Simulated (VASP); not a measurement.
Wanted: the native input for a VASP 6.6.1 run.

```yaml
Task: single point
Functional: PBE
Potentials_or_basis: VASP PAW PBE potentials, release 64 (Ta_pv, Cu, H)
Cutoff: 520 eV
k_mesh: 10 × 10 × 10
Occupations: gaussian, width 0.1 eV
Spin: no spin polarisation
Dipole_correction: no
Further_INCAR_settings: ALGO = Normal; EDIFF = 1e-06; NBANDS = 36
```

The structure of TaCu3H6 lies in POSCAR:

```
TaCu3H6
1.0
    0.0000000000      3.5091817891      3.5091817891
    3.5091817891      0.0000000000      3.5091817891
    3.5091817891      3.5091817891      0.0000000000
Ta Cu H
1 3 6
Direct
    0.0000000000      0.0000000000      0.0000000000
    0.7500000000      0.7500000000      0.7500000000
    0.2500000000      0.2500000000      0.2500000000
    0.5000000000      0.5000000000      0.5000000000
    0.7388624383      0.2611375617      0.2611375617
    0.2611375617      0.2611375617      0.7388624383
    0.2611375617      0.7388624383      0.7388624383
    0.2611375617      0.7388624383      0.2611375617
    0.7388624383      0.2611375617      0.7388624383
    0.7388624383      0.7388624383      0.2611375617
```

The cell was generated, and may not be a known phase.

The input as run:

INCAR

```
SYSTEM = TaCu3H6
  PREC = Accurate
  ENCUT = 520
  EDIFF = 1E-6
  ISMEAR = 0
  SIGMA = 0.1
  LREAL = .False.
  LASPH = .True.
  NELM = 100
  ALGO = Normal
  ISIF = 2
  LWAVE = .False.
  LCHARG = .False.
  GGA = PE
  NBANDS = 36
```

KPOINTS

```
Automatic mesh
0
Gamma
  10 10 10
  0 0 0
```

Potentials or basis: VASP PAW PBE potentials, release 64 (Ta_pv, Cu, H).

The run is started by

```console
$ cat potpaw_PBE.64/Ta_pv/POTCAR potpaw_PBE.64/Cu/POTCAR potpaw_PBE.64/H/POTCAR > POTCAR
$ mpirun -np 1 vasp_std > vasp.out
```

It gave:

```
Pressure               : -0.3 GPa
Largest force          : 0.017 eV/Å
Band gap on the k mesh : zero (bands 25 and 26 overlap by 0.79 eV)
```

Caveat: spin-orbit coupling is left out, which moves the levels of the heavy elements.

Run time: 2.2 min on 1 thread of Intel(R) Xeon(R) 6975P-C (Granite Rapids), with other jobs on the host, peak memory 0.31 GiB.
